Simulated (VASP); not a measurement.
# InSe (R3m) in VASP: single point with PBE+D3(BJ)

Aim: the single point of InSe with PBE+D3(BJ).

All numbers are computed with VASP 6.6.1; they aren't measurements. Logs are shortened: lines on timing, memory, paths and dates and some standing lists are left out, and cuts for length are marked.

**The experiment to reproduce.**

“The Interaction of Hydrogen with the van der Waals Crystal γ-InSe”, 2020, pmc:7321205 reports, for a bulk crystal of InSe at 300 K: band gap 1.25 eV.

The runs below are set against these values where they give the same quantity.

## 1. The cell of the first run

Symmetry: R3m, No. 160, trigonal system. The conventional cell has a = 4.036 Å, b = 4.036 Å, c = 24.910 Å, α = 90.00°, β = 90.00°, γ = 120.00°. In (site symmetry 3m) has 3 Se at 2.66 Å and 1 In at 2.79 Å within 3.5 Å. Within 3.5 Å of In (site symmetry 3m) lie 3 Se at 2.66 Å and 1 In at 2.79 Å. Within 3.5 Å of Se (site symmetry 3m) lie 3 In at 2.66 Å. Se (site symmetry 3m) has 3 In at 2.66 Å within 3.5 Å.

## 2. Single point, PBE+D3(BJ)

Input file INCAR:

```
PREC = Accurate ; ENCUT = 520
EDIFF = 1E-7 ; ISMEAR = 0
SIGMA = 0.03 ; LREAL = F
LASPH = T ; NELM = 80
ALGO = Normal ; ISIF = 2
LWAVE = F ; LCHARG = F
GGA = PE ; IVDW = 12
NBANDS = 27
```

Input file KPOINTS:

```
Automatic mesh
0
Gamma
  12 12 12
```

Input file POSCAR:

```
InSe
1.0
    2.0181972250      1.1652067111      8.3033250854
   -2.0181972250      1.1652067111      8.3033250854
    0.0000000000     -2.3304134223      8.3033250854
In Se
2 2
Direct
    0.0000475051      0.0000475051      0.0000475051
    0.1121766890      0.1121766890      0.1121766890
    0.6151385375      0.6151385375      0.6151385375
    0.8303372684      0.8303372684      0.8303372684
```

Potentials or basis: VASP PAW PBE potentials, release 64 (In_d, Se).

Started as:

```sh
$ cat potpaw_PBE.64/In_d/POTCAR potpaw_PBE.64/Se/POTCAR > POTCAR
$ mpirun -np 1 vasp_std > vasp.out
```

OUTCAR:

```text
PREC = Accurate
   ENCUT = 520
   EDIFF = 1E-7
   ISMEAR = 0
   LREAL = F
   LASPH = T
   NELM = 80
   ISIF = 2
   GGA = PE
   IVDW = 12
 IVDW          = 12

 ion  position               nearest neighbor table
   1  0.000  0.000  0.000-   3 2.66   3 2.66   3 2.66   2 2.79
   2  0.112  0.112  0.112-   4 2.66   4 2.66   4 2.66   1 2.79
   3  0.615  0.615  0.615-   1 2.66   1 2.66   1 2.66
   4  0.830  0.830  0.830-   2 2.66   2 2.66   2 2.66

  LATTYP: Found a trigonal (rhomboedric) cell.
 ALAT       =     8.6241541146
 COS(alpha) =     0.8904722446

  Lattice vectors:

 A1 = (   2.0181972250,   1.1652067111,   8.3033250854)
 A2 = (  -2.0181972250,   1.1652067111,   8.3033250854)
 A3 = (   0.0000000000,  -2.3304134223,   8.3033250854)

Analysis of symmetry for initial positions (statically):
=====================================================================
 Subroutine PRICEL returns:
 Original cell was already a primitive cell.

 Routine SETGRP: Setting up the symmetry group for a
 trigonal (rhombohedral) supercell.

 Subroutine GETGRP returns: Found  6 space group operations
 (whereof  6 operations were pure point group operations)
 out of a pool of 12 trial point group operations.

The static configuration has the point symmetry C_3v.

Analysis of symmetry for dynamics (positions and initial velocities):
=====================================================================
 Subroutine PRICEL returns:
 Original cell was already a primitive cell.

 Routine SETGRP: Setting up the symmetry group for a
 trigonal (rhombohedral) supercell.

 Subroutine GETGRP returns: Found  6 space group operations
 (whereof  6 operations were pure point group operations)
 out of a pool of 12 trial point group operations.

The dynamic configuration has the point symmetry C_3v.

 Subroutine INISYM returns: Found  6 space group operations
 (whereof  6 operations are pure point group operations),
 and found     1 'primitive' translations

----------------------------------------------------------------------------------------

                                     Primitive cell

  volume of cell :     117.1574

  direct lattice vectors                    reciprocal lattice vectors
[... 87 lines left out ...]
   LSORBIT =      F    spin-orbit coupling
   LASPH  =      T    aspherical Exc in radial PAW
   ENCUT  =  520.0 eV  38.22 Ry    6.18 a.u.  16.04 16.04 16.04*2*pi/ulx,y,z
   NELM   =     80;   NELMIN=  2; NELMDL= -5     # of ELM steps
   EDIFF  = 0.1E-06   stopping-criterion for ELM
   LREAL  =      F    real-space projection
   EDIFFG = 0.1E-05   stopping-criterion for IOM
   NSW    =      0    number of steps for IOM
   IBRION =     -1    ionic relax: 0-MD 1-quasi-New 2-CG
   NFREE  =      0    steps in history (QN), initial steepest desc. (CG)
   ISIF   =      2    stress and relaxation
   ISYM   =      2    0-nonsym 1-usesym 2-fastsym
   POTIM  = 0.5000    time-step for ionic-motion
   TEBEG  =    0.0;   TEEND  =   0.0 temperature during run
   PSTRESS=    0.0 pullay stress
   NELECT =      38.0000    total number of electrons
   NUPDOWN=      -1.0000    fix difference up-down
   EMIN   =  10.00;   EMAX   =-10.00  energy-range for DOS
   EFERMI =   0.00;   METHOD = LEGACY
   ISMEAR =     0;   SIGMA  =   0.03  broadening in eV -4-tet -1-fermi 0-gaus
   EFERMI_NEDOS =   21; number of points for ismear=-14 and -15
   IALGO  =     38    algorithm
   IMIX   =      4    mixing-type and parameters
     AMIX     =   0.40;   BMIX     =  1.00
     AMIX_MAG =   1.60;   BMIX_MAG =  1.00
  volume/ion in A,a.u.               =      29.29       197.65
  Fermi-wavevector in a.u.,A,eV,Ry     =   1.124811  2.125584 17.214076  1.265199
  Thomas-Fermi vector in A             =   2.261484
   LORBIT       =      0    0 simple, 1 ext, 2 COOP (PROOUT), +10 PAW based schemes
   GGA     = PE    functional components
   LHFCALC =     F    Hartree Fock is set to
   AEXX    =    0.0000 exact exchange contribution
   IVDW    =    12    specifies the selected vdW correction
   LEPSILON=     F    determine dielectric tensor
   LRPA    =     F    only Hartree local field effects (RPA)
 non-spin polarized calculation
 Gauss-broadening in eV      SIGMA  =   0.03
  energy-cutoff  :      520.00
  volume of cell :      117.16
 maximum number of plane-waves:      3182
   NGX = 33   NGY = 33   NGZ = 33

 number of electron      37.9999996 magnetization

 Free energy of the ion-electron system (eV)
  ---------------------------------------------------
  ext. energy  EPLUGINS =         0.00000000
  ---------------------------------------------------
  free energy    TOTEN  =       -14.15568568 eV

  energy without entropy =      -14.15568568  energy(sigma->0) =      -14.15568568

 E-fermi :   4.2842     XC(G=0):  -8.9170

 val. band max:        4.1413982918   @ k =   0.5000   0.5000   0.5000
 cond. band min:       4.4288157878   @ k =   0.5000   0.5000   0.5000
 fundamental gap:      0.2874174960
 Fermi energy:         4.2841713894

 k-point     1 :       0.0000    0.0000    0.0000
  band No.  band energies     occupation
      1     -10.7051      2.00000
      2     -10.5190      2.00000
      3     -10.5190      2.00000
      4     -10.4354      2.00000
      5     -10.4354      2.00000
      6     -10.4279      2.00000
[... 709 lines left out ...]
     26      11.1201      0.00000
     27      11.8145      0.00000

 [... further k-points ...]

------------------------ aborting loop because EDIFF is reached ----------------------------------------

 Edisp (eV)   -1.19899

 E8    (eV) :    -0.5499

  FORCE on cell =-STRESS in cart. coord.  units (eV):
  Direction    XX          YY          ZZ          XY          YZ          ZX
  --------------------------------------------------------------------------------------
  -------------------------------------------------------------------------------------
  Total       0.03394     0.03394     0.02666     0.00000    -0.00000     0.00000
  in kB       0.46414     0.46414     0.36459     0.00000    -0.00000     0.00000
  external pressure =        0.43 kB  Pullay stress =        0.00 kB

 VOLUME and BASIS-vectors are now :
 -----------------------------------------------------------------------------
  energy-cutoff  :      520.00
  volume of cell :      117.16
      direct lattice vectors                 reciprocal lattice vectors
     2.018197225  1.165206711  8.303325085     0.247745856  0.143036137  0.040144560
    -2.018197225  1.165206711  8.303325085    -0.247745856  0.143036137  0.040144560
     0.000000000 -2.330413422  8.303325085     0.000000000 -0.286072274  0.040144560

 POSITION                                       TOTAL-FORCE (eV/Angst)
 -----------------------------------------------------------------------------------
      0.00000     -0.00000      0.00118         0.000000     -0.000000      0.012115
      0.00000     -0.00000      2.79432         0.000000      0.000000     -0.012080
      0.00000     -0.00000     15.32309         0.000000      0.000000     -0.013326
      0.00000     -0.00000     20.68368         0.000000     -0.000000      0.013292
 -----------------------------------------------------------------------------------
    total drift:                               -0.000000     -0.000000     -0.000149

  FREE ENERGIE OF THE ION-ELECTRON SYSTEM (eV)
  ---------------------------------------------------
  free  energy   TOTEN  =       -15.3546751220 eV

  energy  without entropy=      -15.3546751220  energy(sigma->0) =      -15.35467512
```

stdout:

```text
POSCAR found type information on POSCAR InSe
 POSCAR found :  2 types and       4 ions
 scaLAPACK will be used
 LDA part: xc-table for (Slater+PW92), standard interpolation
 POSCAR, INCAR and KPOINTS ok, starting setup
 FFT: planning ... GRIDC
 FFT: planning ... GRID_SOFT
 FFT: planning ... GRID
 WAVECAR not read
 entering main loop
```

Wall time 37 min (1 thread of Intel Xeon Platinum 8259CL at 2.50GHz (Skylake/Cascade Lake), shared host); peak memory 0.88 GiB.

Results:

```
Free energy                : -15.3547 eV
Pressure                   : 0.0 GPa
Largest force              : 0.013 eV/Å
Band gap on the k mesh     : 0.29 eV
Dispersion energy per atom : -0.300 eV
```

Forces in eV/Å, atoms in the order of the input:
```
In   0.000  0.000  0.012
In   0.000  0.000 -0.012
Se   0.000  0.000 -0.013
Se   0.000  0.000  0.013
```

Caveat: spin-orbit coupling is left out, which moves the levels of the heavy elements.

## 3. How close it comes

Step 2. Measured gap of InSe: 1.25 eV (300 K; “The Interaction of Hydrogen with the van der Waals Crystal γ-InSe”, 2020, pmc:7321205). This calculation gives 0.29 eV (-0.96 eV). Spin-orbit coupling on In, Se is left out. The value is that of PBE+D3(BJ) on a finite k mesh, which can miss the band edges, without temperature or zero-point motion. Semilocal functionals fall short of measured gaps as a rule.
